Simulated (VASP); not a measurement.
# Al5HO8 (P1) in VASP: a series of runs

Runs on Al5HO8. Level: PBEsol. Tasks: single point.

All numbers are computed with VASP 6.6.1; they aren't measurements. Logs are shortened: lines on timing, memory, paths and dates and some standing lists are left out, and cuts for length are marked.

### Step 1. The cell of the first run

The typed cell holds 28 atoms: a = 5.571 Å, b = 5.571 Å, c = 8.750 Å, α = 90.00°, β = 90.00°, γ = 120.00°.

### Step 2. Single point, PBEsol

INCAR

```
ALGO = Normal
EDIFF = 1E-6
ENCUT = 520
GGA = PS
ISIF = 2
ISMEAR = -1
LASPH = True
LCHARG = False
LREAL = Auto
LWAVE = False
NBANDS = 84
NELM = 100
PREC = Accurate
SIGMA = 0.05
```

KPOINTS

```
k-points
0
Gamma
  2 2 1
```

POSCAR

```
Al5HO8
1.0
    5.5708080000      0.0000000000      0.0000000000
   -2.7854040000      4.8244610000      0.0000000000
    0.0000000000      0.0000000000      8.7503070000
Al H O
10 2 16
Direct
    0.1642084464      0.3306068802      0.3599073724
    0.6734353400      0.8183297575      0.3647872012
    0.1709104730      0.8498980508      0.3673699677
    0.8357988019      0.6986687217      0.8537300463
    0.3074777439      0.1564941659      0.8762549703
    0.8098682598      0.1667336517      0.8731693642
    0.6657687356      0.3249689447      0.1667027225
    0.3646154360      0.6506426314      0.6632224447
    0.3086726797      0.6300185658      0.0388786359
    0.6852659527      0.3305032417      0.5397753473
   -0.0268427955     -0.0137631955      0.0982251251
    0.0105307096      0.0182611073      0.6088357814
   -0.0075833198      0.0079179830      0.9865710997
    0.0377815182      0.0095761993      0.4881885858
    0.5025427054      0.0129133596      0.0004228423
    0.9616313639      0.4507653808      0.0152908921
    0.5319862825      0.5193118983      0.0053026711
    0.5127047073      0.9678594148      0.4807488469
    0.0561052168      0.5138397844      0.4969539926
    0.5054440777      0.5006569646      0.5001424521
    0.8402089065      0.1755014705      0.2623907938
    0.8579316721      0.6640949113      0.2699905272
    0.3324460879      0.1497783898      0.2418315152
    0.1546768922      0.8071989804      0.7849438883
    0.1755178796      0.3487021659      0.7715729288
    0.7055704450      0.8944833423      0.7502365346
    0.3162413215      0.6477407528      0.2592251906
    0.6350568237      0.3148123697      0.7621675445
```

Potentials or basis: VASP PAW PBE potentials, release 64 (Al, H, O).

Launch:

```bash
$ cat potpaw_PBE.64/Al/POTCAR potpaw_PBE.64/H/POTCAR potpaw_PBE.64/O/POTCAR > POTCAR
$ mpirun -np 1 vasp_std > vasp.out
```

OUTCAR:

```text
EDIFF = 1E-6
   ENCUT = 520
   GGA = PS
   ISIF = 2
   ISMEAR = -1
   LASPH = True
   LREAL = Auto
   NELM = 100
   PREC = Accurate

 ion  position               nearest neighbor table
   1  0.164  0.331  0.360-  27 1.77  21 1.78  19 1.86  14 1.92  23 1.98  20 2.05   3 2.70   2 2.78
                             2 2.80   3 2.88   8 3.08  10 3.10   9 3.16   7 3.24   7 3.28  10 3.30
   2  0.673  0.818  0.365-  18 1.81  22 1.83  20 1.94  21 1.94  27 1.96  14 2.06   3 2.69   1 2.78
                             1 2.80   3 2.89   8 3.01  10 3.15  10 3.21   7 3.23   7 3.33   9 3.35
   3  0.171  0.850  0.367-  22 1.74  14 1.77  23 1.82  27 1.93  18 1.95  19 2.00   2 2.69   1 2.70
                             1 2.88   2 2.89  10 3.16  10 3.18   8 3.21   7 3.22   9 3.36
   4  0.836  0.699  0.854-  24 1.68  26 1.82  13 1.89  17 1.98  28 2.02  16 2.32   5 2.60   6 2.69
                             6 2.90   5 2.99   8 3.01   9 3.20   9 3.27  10 3.28   7 3.28
   5  0.307  0.156  0.876-  13 1.80  25 1.82  24 1.87  28 1.87  15 1.97  17 2.10   4 2.60   6 2.77
                             6 2.80   4 2.99   9 2.99   7 3.07   8 3.21   9 3.26
   6  0.810  0.167  0.873-  26 1.71  28 1.84  16 1.85  15 1.85  13 1.92  25 1.98   4 2.69   5 2.77
                             5 2.80   4 2.90   7 2.95   9 3.05  10 3.23   9 3.24   8 3.27
   7  0.666  0.325  0.167-  23 1.74  21 1.77  22 1.87  16 1.95  15 2.09  17 2.13   6 2.95   5 3.07
                             3 3.22   2 3.23   1 3.24  10 3.27   1 3.28   4 3.28   9 3.30   2 3.33
   8  0.365  0.651  0.663-  25 1.75  26 1.86  20 2.00  24 2.07  19 2.08  18 2.21   4 3.01   2 3.01
                             1 3.08   5 3.21   3 3.21   6 3.27  10 3.27   9 3.30
   9  0.309  0.630  0.039-  17 1.67  16 1.69  15 1.88  27 1.93   5 2.99   6 3.05   1 3.16   4 3.20
                             6 3.24   5 3.26   4 3.27   8 3.30   7 3.30   2 3.35   3 3.36
  10  0.685  0.331  0.540-  20 1.72  18 1.82  19 1.83  28 1.96   1 3.10   2 3.15   3 3.16   3 3.18
                             2 3.21   6 3.23   7 3.27   8 3.27   4 3.28   1 3.30
  11  0.973  0.986  0.098-  13 0.98
  12  0.011  0.018  0.609-  14 1.07
  13  0.992  0.008  0.987-  11 0.98   5 1.80   4 1.89   6 1.92
  14  0.038  0.010  0.488-  12 1.07   3 1.77   1 1.92   2 2.06
  15  0.503  0.013  0.000-   6 1.85   9 1.88   5 1.97   7 2.09
  16  0.962  0.451  0.015-   9 1.69   6 1.85   7 1.95   4 2.32
  17  0.532  0.519  0.005-   9 1.67   4 1.98   5 2.10   7 2.13
  18  0.513  0.968  0.481-   2 1.81  10 1.82   3 1.95   8 2.21
  19  0.056  0.514  0.497-  10 1.83   1 1.86   3 2.00   8 2.08
  20  0.505  0.501  0.500-  10 1.72   2 1.94   8 2.00   1 2.05
  21  0.840  0.176  0.262-   7 1.77   1 1.78   2 1.94
  22  0.858  0.664  0.270-   3 1.74   2 1.83   7 1.87
  23  0.332  0.150  0.242-   7 1.74   3 1.82   1 1.98
  24  0.155  0.807  0.785-   4 1.68   5 1.87   8 2.07
  25  0.176  0.349  0.772-   8 1.75   5 1.82   6 1.98
  26  0.706  0.894  0.750-   6 1.71   4 1.82   8 1.86
  27  0.316  0.648  0.259-   1 1.77   9 1.93   3 1.93   2 1.96
  28  0.635  0.315  0.762-   6 1.84   5 1.87  10 1.96   4 2.02

  LATTYP: Found a hexagonal cell.
 ALAT       =     5.5708080000
 C/A-ratio  =     1.5707428797

  Lattice vectors:

 A1 = (   5.5708080000,   0.0000000000,   0.0000000000)
 A2 = (  -2.7854040000,   4.8244610000,   0.0000000000)
 A3 = (   0.0000000000,   0.0000000000,   8.7503070000)

Analysis of symmetry for initial positions (statically):
=====================================================================
 Subroutine PRICEL returns:
 Original cell was already a primitive cell.

 Routine SETGRP: Setting up the symmetry group for a
 hexagonal supercell.

 Subroutine GETGRP returns: Found  1 space group operations
 (whereof  1 operations were pure point group operations)
 out of a pool of 24 trial point group operations.

The static configuration has the point symmetry C_1 .

Analysis of symmetry for dynamics (positions and initial velocities):
=====================================================================
 Subroutine PRICEL returns:
 Original cell was already a primitive cell.

 Routine SETGRP: Setting up the symmetry group for a
 hexagonal supercell.

 Subroutine GETGRP returns: Found  1 space group operations
 (whereof  1 operations were pure point group operations)
 out of a pool of 24 trial point group operations.

The dynamic configuration has the point symmetry C_1 .

 Subroutine INISYM returns: Found  1 space group operations
 (whereof  1 operations are pure point group operations),
 and found     1 'primitive' translations

----------------------------------------------------------------------------------------

                                     Primitive cell

  volume of cell :     235.1745

  direct lattice vectors                    reciprocal lattice vectors
     5.570808000  0.000000000  0.000000000     0.179507174  0.103638520  0.000000000
    -2.785404000  4.824461000  0.000000000     0.000000000  0.207277041  0.000000000
     0.000000000  0.000000000  8.750307000     0.000000000  0.000000000  0.114281705

  length of vectors
     5.570808000  5.570807786  8.750307000     0.207277033  0.207277041  0.114281705

  position of ions in fractional coordinates (direct lattice)
     0.164208446  0.330606880  0.359907372
     0.673435340  0.818329758  0.364787201
     0.170910473  0.849898051  0.367369968
     0.835798802  0.698668722  0.853730046
     0.307477744  0.156494166  0.876254970
     0.809868260  0.166733652  0.873169364
[... 20 lines left out ...]
     0.316241322  0.647740753  0.259225191
     0.635056824  0.314812370  0.762167545

  ion indices of the primitive-cell ions
   primitive index   ion index
                 1           1
                 2           2
                 3           3
                 4           4
                 5           5
                 6           6
[... 20 lines left out ...]
                27          27
                28          28

----------------------------------------------------------------------------------------

 KPOINTS: k-points

Automatic generation of k-mesh.
 Grid dimensions read from file:
 generate k-points for:    2    2    1

 Generating k-lattice:

  Cartesian coordinates                     Fractional coordinates (reciprocal lattice)
     0.089753587  0.051819260  0.000000000     0.500000000  0.000000000  0.000000000
     0.000000000  0.103638520  0.000000000     0.000000000  0.500000000  0.000000000
     0.000000000  0.000000000  0.114281705     0.000000000  0.000000000  1.000000000

  Length of vectors
     0.103638516  0.103638520  0.114281705

  Shift w.r.t. Gamma in fractional coordinates (k-lattice)
     0.000000000  0.000000000  0.000000000

 Subroutine IBZKPT returns following result:
 ===========================================

 Found      4 irreducible k-points:

 Following reciprocal coordinates:
            Coordinates               Weight
  0.000000  0.000000  0.000000      1.000000
  0.500000  0.000000  0.000000      1.000000
  0.000000  0.500000  0.000000      1.000000
  0.500000  0.500000  0.000000      1.000000
   k-points           NKPTS =      4   k-points in BZ     NKDIM =      4   number of bands    NBANDS=     84
   number of dos      NEDOS =    301   number of ions     NIONS =     28
   total plane-waves  NPLWV = 123480
   dimension x,y,z NGX =    42 NGY =   42 NGZ =   70
   dimension x,y,z NGXF=    84 NGYF=   84 NGZF=  140
   ions per type =              10   2  16
   NGX,Y,Z   is equivalent  to a cutoff of  12.53, 12.53, 13.30 a.u.
   NGXF,Y,Z  is equivalent  to a cutoff of  25.07, 25.07, 26.60 a.u.
 SYSTEM =  unknown system
   PREC   = accura    normal or accurate (medium, high low for compatibility)
   ISTART =      0    job   : 0-new  1-cont  2-samecut
   ICHARG =      2    charge: 1-file 2-atom 10-const
   ISPIN  =      1    spin polarized calculation?
   LNONCOLLINEAR =      F non collinear calculations
   LSORBIT =      F    spin-orbit coupling
   LASPH  =      T    aspherical Exc in radial PAW
   ENCUT  =  520.0 eV  38.22 Ry    6.18 a.u.  10.36 10.36 16.27*2*pi/ulx,y,z
   NELM   =    100;   NELMIN=  2; NELMDL= -5     # of ELM steps
   EDIFF  = 0.1E-05   stopping-criterion for ELM
   LREAL  =      T    real-space projection
   EDIFFG = 0.1E-04   stopping-criterion for IOM
   NSW    =      0    number of steps for IOM
   IBRION =     -1    ionic relax: 0-MD 1-quasi-New 2-CG
   NFREE  =      0    steps in history (QN), initial steepest desc. (CG)
   ISIF   =      2    stress and relaxation
   ISYM   =      2    0-nonsym 1-usesym 2-fastsym
   POTIM  = 0.5000    time-step for ionic-motion
   TEBEG  =    0.0;   TEEND  =   0.0 temperature during run
   PSTRESS=    0.0 pullay stress
   NELECT =     128.0000    total number of electrons
   NUPDOWN=      -1.0000    fix difference up-down
   EMIN   =  10.00;   EMAX   =-10.00  energy-range for DOS
   EFERMI =   0.00;   METHOD = LEGACY
   ISMEAR =    -1;   SIGMA  =   0.05  broadening in eV -4-tet -1-fermi 0-gaus
   EFERMI_NEDOS =   21; number of points for ismear=-14 and -15
   IALGO  =     38    algorithm
   IMIX   =      4    mixing-type and parameters
     AMIX     =   0.40;   BMIX     =  1.00
     AMIX_MAG =   1.60;   BMIX_MAG =  1.00
  volume/ion in A,a.u.               =       8.40        56.68
  Fermi-wavevector in a.u.,A,eV,Ry     =   1.336641  2.525885 24.308288  1.786609
  Thomas-Fermi vector in A             =   2.465252
   LORBIT       =      0    0 simple, 1 ext, 2 COOP (PROOUT), +10 PAW based schemes
   GGA     = PS    functional components
   LHFCALC =     F    Hartree Fock is set to
   AEXX    =    0.0000 exact exchange contribution
   IVDW    =     0    specifies the selected vdW correction
   LEPSILON=     F    determine dielectric tensor
   LRPA    =     F    only Hartree local field effects (RPA)
 non-spin polarized calculation
  energy-cutoff  :      520.00
  volume of cell :      235.17
 maximum number of plane-waves:      6340
 NGX is ok and might be reduce to    42
   NGX = 21   NGY = 21   NGZ = 33

 number of electron     127.9999997 magnetization

 Free energy of the ion-electron system (eV)
  ---------------------------------------------------
  ext. energy  EPLUGINS =         0.00000000
  ---------------------------------------------------
  free energy    TOTEN  =      -207.51169655 eV

  energy without entropy =     -207.51169655  energy(sigma->0) =     -207.51169655

 E-fermi :   7.1711     XC(G=0): -11.6471

 val. band max:        5.9663894996   @ k =   0.0000   0.0000   0.0000
 cond. band min:      10.6047357326   @ k =   0.0000   0.0000   0.0000
 fundamental gap:      4.6383462330
 Fermi energy:         7.1711139359

 k-point     1 :       0.0000    0.0000    0.0000
  band No.  band energies     occupation
      1     -14.3579      2.00000
      2     -13.8943      2.00000
      3     -12.8714      2.00000
      4     -12.6614      2.00000
      5     -12.1850      2.00000
      6     -11.8270      2.00000
[... 68 lines left out ...]
     75      14.7844      0.00000
     76      14.8105      0.00000

 k-point     2 :       0.5000    0.0000    0.0000
  band No.  band energies     occupation
      1     -14.1581      2.00000
      2     -13.6556      2.00000
      3     -13.0390      2.00000
      4     -12.5914      2.00000
      5     -12.1033      2.00000
      6     -11.9581      2.00000
[... 68 lines left out ...]
     75      15.4385      0.00000
     76      15.5793      0.00000

 k-point     3 :       0.0000    0.5000    0.0000
  band No.  band energies     occupation
      1     -14.1634      2.00000
      2     -13.6433      2.00000
      3     -13.0216      2.00000
      4     -12.5998      2.00000
      5     -12.2121      2.00000
      6     -12.0170      2.00000
[... 68 lines left out ...]
     75      15.5435      0.00000
     76      15.7082      0.00000

 k-point     4 :       0.5000    0.5000    0.0000
  band No.  band energies     occupation
      1     -14.1604      2.00000
      2     -13.6678      2.00000
      3     -12.9196      2.00000
      4     -12.6612      2.00000
      5     -12.2102      2.00000
      6     -12.0567      2.00000
[... 68 lines left out ...]
     75      15.4960      0.00000
     76      15.6757      0.00000
 [bands above 76 left out]

------------------------ aborting loop because EDIFF is reached ----------------------------------------

  FORCE on cell =-STRESS in cart. coord.  units (eV):
  Direction    XX          YY          ZZ          XY          YZ          ZX
  --------------------------------------------------------------------------------------
  -------------------------------------------------------------------------------------
  Total       19.3843891      9.3644369      4.4176222      1.0424355      0.2150906     -1.1918937
  in kB      132.0603427     63.7972515     30.0960066      7.1018171      1.4653512     -8.1200335
  external PRESSURE =      75.3178669 kB  Pullay stress =       0.0000000 kB

 VOLUME and BASIS-vectors are now :
 -----------------------------------------------------------------------------
  energy-cutoff  :      520.00
  volume of cell :      235.17
      direct lattice vectors                 reciprocal lattice vectors
     5.570808000  0.000000000  0.000000000     0.179507174  0.103638520  0.000000000
    -2.785404000  4.824461000  0.000000000     0.000000000  0.207277041  0.000000000
     0.000000000  0.000000000  8.750307000     0.000000000  0.000000000  0.114281705

 POSITION                                       TOTAL-FORCE (eV/Angst)
 -----------------------------------------------------------------------------------
     -0.00610      1.59500      3.14930         0.642540     -0.332267     -0.084381
      1.47220      3.94800      3.19200        -0.491941      0.517851     -1.197838
     -1.41520      4.10030      3.21460         3.615951     -1.433079     -0.602079
      2.71000      3.37070      7.47040        -1.486884     -3.274341      1.950401
      1.27700      0.75500      7.66750         2.409026      0.638113      0.014733
      4.04720      0.80440      7.64050         0.209729      2.184578      1.338940
[... 20 lines left out ...]
     -0.04250      3.12500      2.26830         1.703689      1.283675     -1.644950
      2.66090      1.51880      6.66920         0.404852      1.929804     -1.643991
 -----------------------------------------------------------------------------------
    total drift:                                0.006838      0.005414     -0.012652

  FREE ENERGIE OF THE ION-ELECTRON SYSTEM (eV)
  ---------------------------------------------------
  free  energy   TOTEN  =      -207.5116965547 eV

  energy  without entropy=     -207.5116965546  energy(sigma->0) =     -207.51169655
```

Wall time 3.4 min (1 thread of Intel Xeon 8259CL, shared host); peak memory 0.36 GiB.

What came out:

| Item | Value |
| --- | --- |
| Free energy | -207.5117 eV |
| Pressure | 7.5 GPa |
| Largest force | 4.091 eV/Å |
| Band gap on the k mesh | 4.64 eV |

Forces in eV/Å, atoms in the order of the input:
```
Al   0.643 -0.332 -0.084
Al  -0.492  0.518 -1.198
Al   3.616 -1.433 -0.602
Al  -1.487 -3.274  1.950
Al   2.409  0.638  0.015
Al   0.210  2.185  1.339
Al   0.995  0.849 -1.802
Al  -1.981  1.184 -1.386
Al  -1.110  3.239  2.023
Al   1.428 -1.032  1.055
H    0.076  0.097  0.495
H    0.316 -0.063 -2.162
O   -0.229 -0.566 -0.078
O   -1.856  0.361  2.281
O   -0.516 -0.267  0.322
O   -2.124  0.134 -0.833
O    2.452 -1.711 -1.221
O   -1.068  0.693  2.329
O   -1.069 -0.104  1.984
O   -1.066  1.067  0.223
O    0.890 -2.286  0.732
O   -2.427 -0.324 -0.590
O   -2.017  0.611  2.015
O    1.951  1.169 -2.328
O    0.019 -0.954  0.424
O    0.329 -3.611 -1.615
O    1.704  1.284 -1.645
O    0.405  1.930 -1.644
```

Caveat: the k points lie up to 0.72 Å⁻¹ apart; the PAW data sets were made with another functional, which shifts forces and pressure a little.

[end of part 1 of 3]
